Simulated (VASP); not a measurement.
# ZnO (P6_3mc) in VASP: a series of runs

Runs on ZnO. Level: PBE. Tasks: single point, relaxation of cell and atoms.

Program: VASP 6.6.1. These are calculated values, not measurements. Logs are shortened: lines on timing, memory, paths and dates and some standing lists are left out, and cuts for length are marked.

**1. The cell of the first run**

It takes space group P6_3mc (No. 186, hexagonal). Conventional cell: a = 3.237 Å, b = 3.237 Å, c = 5.222 Å, α = 90.00°, β = 90.00°, γ = 120.00°. Within 2.6 Å of Zn (site symmetry 3m) lie 4 O at 1.97 to 1.98 Å. O (site symmetry 3m) has 4 Zn at 1.97 to 1.98 Å within 2.6 Å.

**2. Single point, PBE**

Contents of INCAR:

```
PREC     = Accurate       # precision mode
ENCUT    = 600            # plane-wave cutoff, eV
EDIFF    = 1E-6           # SCF threshold, eV
ISMEAR   = 0              # smearing method
SIGMA    = 0.1            # smearing width, eV
LREAL    = False          # projectors in reciprocal space
LASPH    = True           # aspherical terms in the spheres
NELM     = 120            # most SCF steps
ALGO     = Normal         # electronic algorithm
ISIF     = 2              # what is computed and relaxed
LWAVE    = False          # write WAVECAR
LCHARG   = True           # write CHGCAR
GGA      = PE             # functional
LELF     = True           # ELF
LVHAR    = True         
NBANDS   = 26             # bands
GGA_COMPAT= False
```

Contents of KPOINTS:

```
regular mesh
0
Gamma
  6 6 4
```

Contents of POSCAR:

```
ZnO
1.0
    3.2373510000      0.0000000000      0.0000000000
   -1.6186750000      2.8036280000      0.0000000000
    0.0000000000      0.0000000000      5.2220610000
Zn O
2 2
Direct
    0.6666670000      0.3333330000      0.5005920000
    0.3333330000      0.6666670000      0.0005920000
    0.6666670000      0.3333330000      0.8797180000
    0.3333330000      0.6666670000      0.3797180000
```

Potentials or basis: VASP PAW PBE potentials, release 64 (Zn, O).

Launch:

```console
$ cat potpaw_PBE.64/Zn/POTCAR potpaw_PBE.64/O/POTCAR > POTCAR
$ mpirun -np 1 vasp_std > vasp.out
```

OUTCAR:

```text
PREC = Accurate
   ENCUT = 600
   EDIFF = 1E-6
   ISMEAR = 0
   LREAL = False
   LASPH = True
   NELM = 120
   ISIF = 2
   GGA = PE

 ion  position               nearest neighbor table
   1  0.667  0.333  0.501-   4 1.97   4 1.97   4 1.97   3 1.98
   2  0.333  0.667  0.001-   3 1.97   3 1.97   3 1.97   4 1.98
   3  0.667  0.333  0.880-   2 1.97   2 1.97   2 1.97   1 1.98
   4  0.333  0.667  0.380-   1 1.97   1 1.97   1 1.97   2 1.98

  LATTYP: Found a hexagonal cell.
 ALAT       =     3.2373510000
 C/A-ratio  =     1.6130660531

  Lattice vectors:

 A1 = (   3.2373510000,   0.0000000000,   0.0000000000)
 A2 = (  -1.6186750000,   2.8036280000,   0.0000000000)
 A3 = (   0.0000000000,   0.0000000000,   5.2220610000)

Analysis of symmetry for initial positions (statically):
=====================================================================
 Subroutine PRICEL returns:
 Original cell was already a primitive cell.

 Routine SETGRP: Setting up the symmetry group for a
 hexagonal supercell.

 Subroutine GETGRP returns: Found 12 space group operations
 (whereof  6 operations were pure point group operations)
 out of a pool of 24 trial point group operations.

The static configuration has the point symmetry C_3v.
 The point group associated with its full space group is C_6v.

Analysis of symmetry for dynamics (positions and initial velocities):
=====================================================================
 Subroutine PRICEL returns:
 Original cell was already a primitive cell.

 Routine SETGRP: Setting up the symmetry group for a
 hexagonal supercell.

 Subroutine GETGRP returns: Found 12 space group operations
 (whereof  6 operations were pure point group operations)
 out of a pool of 24 trial point group operations.

The dynamic configuration has the point symmetry C_3v.
 The point group associated with its full space group is C_6v.

 Subroutine INISYM returns: Found 12 space group operations
 (whereof  6 operations are pure point group operations),
 and found     1 'primitive' translations

----------------------------------------------------------------------------------------

                                     Primitive cell

  volume of cell :      47.3971

  direct lattice vectors                    reciprocal lattice vectors
     3.237351000  0.000000000  0.000000000     0.308894525  0.178340295  0.000000000
    -1.618675000  2.803628000  0.000000000     0.000000000  0.356680701  0.000000000
     0.000000000  0.000000000  5.222061000     0.000000000  0.000000000  0.191495274

  length of vectors
     3.237351000  3.237350571  5.222061000     0.356680654  0.356680701  0.191495274

  position of ions in fractional coordinates (direct lattice)
     0.666667000  0.333333000  0.500592000
     0.333333000  0.666667000  0.000592000
     0.666667000  0.333333000  0.879718000
     0.333333000  0.666667000  0.379718000

  ion indices of the primitive-cell ions
   primitive index   ion index
                 1           1
                 2           2
                 3           3
                 4           4

----------------------------------------------------------------------------------------

 KPOINTS: regular mesh

Automatic generation of k-mesh.
 Grid dimensions read from file:
 generate k-points for:    6    6    4

 Generating k-lattice:

  Cartesian coordinates                     Fractional coordinates (reciprocal lattice)
     0.051482421  0.029723383  0.000000000     0.166666667  0.000000000  0.000000000
     0.000000000  0.059446783  0.000000000     0.000000000  0.166666667  0.000000000
     0.000000000  0.000000000  0.047873818     0.000000000  0.000000000  0.250000000

  Length of vectors
     0.059446776  0.059446783  0.047873818

  Shift w.r.t. Gamma in fractional coordinates (k-lattice)
     0.000000000  0.000000000  0.000000000

 Subroutine IBZKPT returns following result:
 ===========================================

 Found     21 irreducible k-points:

 Following reciprocal coordinates:
            Coordinates               Weight
  0.000000  0.000000  0.000000      1.000000
  0.166667  0.000000  0.000000      6.000000
  0.333333  0.000000  0.000000      6.000000
  0.500000  0.000000  0.000000      3.000000
  0.166667  0.166667  0.000000      6.000000
  0.333333  0.166667  0.000000     12.000000
[... 13 lines left out ...]
  0.333333  0.166667  0.500000     12.000000
  0.333333  0.333333  0.500000      2.000000
   k-points           NKPTS =     21   k-points in BZ     NKDIM =     21   number of bands    NBANDS=     26
   number of dos      NEDOS =    301   number of ions     NIONS =      4
   total plane-waves  NPLWV =  32928
   dimension x,y,z NGX =    28 NGY =   28 NGZ =   42
   dimension x,y,z NGXF=    56 NGYF=   56 NGZF=   84
   ions per type =               2   2
   NGX,Y,Z   is equivalent  to a cutoff of  14.38, 14.38, 13.37 a.u.
   NGXF,Y,Z  is equivalent  to a cutoff of  28.76, 28.76, 26.74 a.u.
 SYSTEM =  unknown system
   PREC   = accura    normal or accurate (medium, high low for compatibility)
   ISTART =      0    job   : 0-new  1-cont  2-samecut
   ICHARG =      2    charge: 1-file 2-atom 10-const
   ISPIN  =      1    spin polarized calculation?
   LNONCOLLINEAR =      F non collinear calculations
   LSORBIT =      F    spin-orbit coupling
   LASPH  =      T    aspherical Exc in radial PAW
   ENCUT  =  600.0 eV  44.10 Ry    6.64 a.u.   6.47  6.47 10.43*2*pi/ulx,y,z
   NELM   =    120;   NELMIN=  2; NELMDL= -5     # of ELM steps
   EDIFF  = 0.1E-05   stopping-criterion for ELM
   LREAL  =      F    real-space projection
   EDIFFG = 0.1E-04   stopping-criterion for IOM
   NSW    =      0    number of steps for IOM
   IBRION =     -1    ionic relax: 0-MD 1-quasi-New 2-CG
   NFREE  =      0    steps in history (QN), initial steepest desc. (CG)
   ISIF   =      2    stress and relaxation
   ISYM   =      2    0-nonsym 1-usesym 2-fastsym
   POTIM  = 0.5000    time-step for ionic-motion
   TEBEG  =    0.0;   TEEND  =   0.0 temperature during run
   PSTRESS=    0.0 pullay stress
   NELECT =      36.0000    total number of electrons
   NUPDOWN=      -1.0000    fix difference up-down
   EMIN   =  10.00;   EMAX   =-10.00  energy-range for DOS
   EFERMI =   0.00;   METHOD = LEGACY
   ISMEAR =     0;   SIGMA  =   0.10  broadening in eV -4-tet -1-fermi 0-gaus
   EFERMI_NEDOS =   21; number of points for ismear=-14 and -15
   IALGO  =     38    algorithm
   IMIX   =      4    mixing-type and parameters
     AMIX     =   0.40;   BMIX     =  1.00
     AMIX_MAG =   1.60;   BMIX_MAG =  1.00
  volume/ion in A,a.u.               =      11.85        79.96
  Fermi-wavevector in a.u.,A,eV,Ry     =   1.493682  2.822651 30.355787  2.231087
  Thomas-Fermi vector in A             =   2.606052
   LORBIT       =      0    0 simple, 1 ext, 2 COOP (PROOUT), +10 PAW based schemes
   GGA     = PE    functional components
   LHFCALC =     F    Hartree Fock is set to
   AEXX    =    0.0000 exact exchange contribution
   IVDW    =     0    specifies the selected vdW correction
   LEPSILON=     F    determine dielectric tensor
   LRPA    =     F    only Hartree local field effects (RPA)
 non-spin polarized calculation
 Gauss-broadening in eV      SIGMA  =   0.10
  energy-cutoff  :      600.00
  volume of cell :       47.40
 maximum number of plane-waves:      1599
 NGX is ok and might be reduce to    28
   NGX = 13   NGY = 13   NGZ = 21

 number of electron      36.0000008 magnetization

 Free energy of the ion-electron system (eV)
  ---------------------------------------------------
  ext. energy  EPLUGINS =         0.00000000
  ---------------------------------------------------
  free energy    TOTEN  =       -17.81720547 eV

  energy without entropy =      -17.81720547  energy(sigma->0) =      -17.81720547

 E-fermi :   1.6449     XC(G=0): -10.9336

 val. band max:        1.2469900605   @ k =   0.0000   0.0000   0.0000
 cond. band min:       2.0333763311   @ k =   0.0000   0.0000   0.0000
 fundamental gap:      0.7863862706
 Fermi energy:         1.6448828836

 k-point     1 :       0.0000    0.0000    0.0000
  band No.  band energies     occupation
      1     -16.8831      2.00000
      2     -16.1562      2.00000
      3      -4.4738      2.00000
      4      -4.4738      2.00000
      5      -4.4345      2.00000
      6      -4.4292      2.00000
[... 18 lines left out ...]
     25      15.4423      0.00000
     26      15.4423      0.00000

 k-point     2 :       0.1667    0.0000    0.0000
  band No.  band energies     occupation
      1     -16.7351      2.00000
      2     -16.0924      2.00000
      3      -4.6295      2.00000
      4      -4.3917      2.00000
      5      -4.3684      2.00000
      6      -4.2992      2.00000
[... 18 lines left out ...]
     25      15.3287      0.00000
     26      15.6272      0.00000

 k-point     3 :       0.3333    0.0000    0.0000
  band No.  band energies     occupation
      1     -16.4021      2.00000
      2     -15.9855      2.00000
      3      -4.7894      2.00000
      4      -4.4309      2.00000
      5      -4.2592      2.00000
      6      -4.0626      2.00000
[... 18 lines left out ...]
     25      14.6852      0.00000
     26      15.3803      0.00000

 k-point     4 :       0.5000    0.0000    0.0000
  band No.  band energies     occupation
      1     -16.1909      2.00000
      2     -15.9681      2.00000
      3      -4.7115      2.00000
      4      -4.5231      2.00000
      5      -4.2159      2.00000
      6      -3.8366      2.00000
[... 18 lines left out ...]
     25      14.4647      0.00000
     26      15.5339      0.00000
[... 409 lines left out ...]
      1     -16.2487      2.00000
      2     -16.2487      2.00000
      3      -4.8174      2.00000
      4      -4.8174      2.00000
      5      -4.2514      2.00000
      6      -4.2514      2.00000
[... 18 lines left out ...]
     25      14.7343      0.00000
     26      14.7343      0.00000

 k-point    20 :       0.3333    0.1667    0.5000
  band No.  band energies     occupation
      1     -16.0727      2.00000
      2     -16.0727      2.00000
      3      -4.7564      2.00000
      4      -4.7564      2.00000
      5      -4.1234      2.00000
      6      -4.1234      2.00000
[... 18 lines left out ...]
     25      15.4829      0.00000
     26      15.4829      0.00000

 k-point    21 :       0.3333    0.3333    0.5000
  band No.  band energies     occupation
      1     -16.0149      2.00000
      2     -16.0148      2.00000
      3      -4.5035      2.00000
      4      -4.5035      2.00000
      5      -4.2706      2.00000
      6      -4.2706      2.00000
[... 18 lines left out ...]
     25      16.9534      0.00000
     26      16.9534      0.00000

------------------------ aborting loop because EDIFF is reached ----------------------------------------

  FORCE on cell =-STRESS in cart. coord.  units (eV):
  Direction    XX          YY          ZZ          XY          YZ          ZX
  --------------------------------------------------------------------------------------
  -------------------------------------------------------------------------------------
  Total        1.9104108      1.9104106      1.9213740      0.0000003      0.0000000      0.0000000
  in kB       64.5780961     64.5780866     64.9486857      0.0000115      0.0000000      0.0000000
  external PRESSURE =      64.7016228 kB  Pullay stress =       0.0000000 kB

 VOLUME and BASIS-vectors are now :
 -----------------------------------------------------------------------------
  energy-cutoff  :      600.00
  volume of cell :       47.40
      direct lattice vectors                 reciprocal lattice vectors
     3.237351000  0.000000000  0.000000000     0.308894525  0.178340295  0.000000000
    -1.618675000  2.803628000  0.000000000     0.000000000  0.356680701  0.000000000
     0.000000000  0.000000000  5.222061000     0.000000000  0.000000000  0.191495274

 POSITION                                       TOTAL-FORCE (eV/Angst)
 -----------------------------------------------------------------------------------
      1.61868      0.93454      2.61412         0.000000     -0.000000     -0.002083
     -0.00000      1.86909      0.00309        -0.000000      0.000000     -0.002083
      1.61868      0.93454      4.59394        -0.000000      0.000000      0.002083
     -0.00000      1.86909      1.98291         0.000000      0.000000      0.002083
 -----------------------------------------------------------------------------------
    total drift:                               -0.001592      0.000919     -0.001813

  FREE ENERGIE OF THE ION-ELECTRON SYSTEM (eV)
  ---------------------------------------------------
  free  energy   TOTEN  =       -17.8172054710 eV

  energy  without entropy=      -17.8172054708  energy(sigma->0) =      -17.81720547
```

Wall time 33 s (1 thread of Intel Xeon Platinum 8124M at 3.00GHz (Skylake/Cascade Lake), shared host); peak memory 0.18 GiB.

What came out:

```
Free energy            : -17.8172 eV
Pressure               : 6.5 GPa
Band gap on the k mesh : 0.79 eV, direct
```

Forces on the atoms (eV/Å):
```
Zn   0.000  0.000 -0.002
Zn   0.000  0.000 -0.002
O    0.000  0.000  0.002
O    0.000  0.000  0.002
```

(Part 1 of 2 ends here.)
